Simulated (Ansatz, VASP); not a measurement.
Pd in VASP and in Ansatz

```
Pd
1.0
     0.00000    1.97549    1.97549
     1.97549    0.00000    1.97549
     1.97549    1.97549    0.00000
Pd
1
Cartesian
  0.0000 0.0000 0.0000
```

Alike in both runs: task single point; functional PBEsol; k mesh 18 × 18 × 18; occupations gaussian, width 0.1 eV; no spin polarisation.

|  | VASP | Ansatz |
| --- | --- | --- |
| version | VASP 6.6.1 | Ansatz 0.2.0 |
| potentials or method | VASP PAW PBE potentials, release 64 (Pd), cutoff 520 eV | scalar-relativistic, plane waves, PAW |
| valence electrons in the cell | 10 | 18 |

|  | VASP | Ansatz | Ansatz less VASP |
| --- | --- | --- | --- |
| gap on the k mesh at the Fermi level (eV) | none | none | - |
| pressure (GPa) | -10.3 | -10.2 | +0.13 |

VASP's potentials were made for PBE, not for PBEsol. A gap of «none» marks a metal or a gap that the smearing closes. The functional is the same, so the differences come from potentials, cutoffs and numerics. VASP's potentials hold 10 valence electrons a cell and Ansatz's 18, so a difference there can come from the potentials and not from the codes.
